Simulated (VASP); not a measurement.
Set up this calculation in VASP 6.6.1, as the native input.

```
Task                   : single point
Functional             : revPBE
Potentials or basis    : VASP PAW PBE potentials, release 64 (N_h)
Cutoff                 : 910 eV
k mesh                 : 3 × 3 × 3
Occupations            : fermi-dirac, width 0.05 eV
Spin                   : no spin polarisation
Dipole correction      : no
Further INCAR settings : ALGO = Normal; EDIFF = 1e-06; NBANDS = 30
```

The structure of N lies in POSCAR:

```
N
1.0
    6.8744341547      0.0000000000      0.0000000000
    0.0000000000      6.8744341547      0.0000000000
    0.0000000000      0.0000000000      6.8744341547
N
8
Direct
    0.0464021691      0.0464021691      0.0464021691
    0.4535978309      0.9535978309      0.5464021691
    0.5464021691      0.4535978309      0.9535978309
    0.9535978309      0.5464021691      0.4535978309
    0.9535978309      0.9535978309      0.9535978309
    0.5464021691      0.0464021691      0.4535978309
    0.4535978309      0.5464021691      0.0464021691
    0.0464021691      0.4535978309      0.5464021691
```

The input as run:

INCAR

```
PREC     = Accurate       # precision mode
ENCUT    = 910            # plane-wave cutoff, eV
EDIFF    = 1E-6           # SCF threshold, eV
ISMEAR   = -1             # smearing method
SIGMA    = 0.05           # smearing width, eV
LREAL    = F              # projectors in reciprocal space
LASPH    = T              # aspherical terms in the spheres
NELM     = 120            # most SCF steps
ALGO     = Normal         # electronic algorithm
ISIF     = 2              # what is computed and relaxed
LWAVE    = F              # write WAVECAR
LCHARG   = F              # write CHGCAR
GGA      = RE             # functional
NBANDS   = 30             # bands
GGA_COMPAT= F
```

KPOINTS

```
regular mesh
0
Gamma
  3 3 3
```

Potentials or basis: VASP PAW PBE potentials, release 64 (N_h).

Command:

```sh
$ cat potpaw_PBE.64/N_h/POTCAR > POTCAR
$ mpirun -np 1 vasp_std > vasp.out
```

Results of the run:

```
Pressure               : -0.1 GPa
Largest force          : 0.051 eV/Å
Band gap on the k mesh : 7.95 eV
```

Caveat: the cutoff is under 1.25 times the usual one of these potentials, so pressure, stress and relaxed cells hold a basis-set (Pulay) error; this functional lacks dispersion, which holds the molecules together, so the pressure and a relaxed volume are unreliable; the PAW data sets were made with another functional, which shifts forces and pressure a little; an odd mesh through Γ misses points on the zone boundary, where band edges can lie.

Run time: 59 s on 1 thread of Intel(R) Xeon(R) 6975P-C (Granite Rapids), with other jobs on the host, peak memory 0.64 GiB.
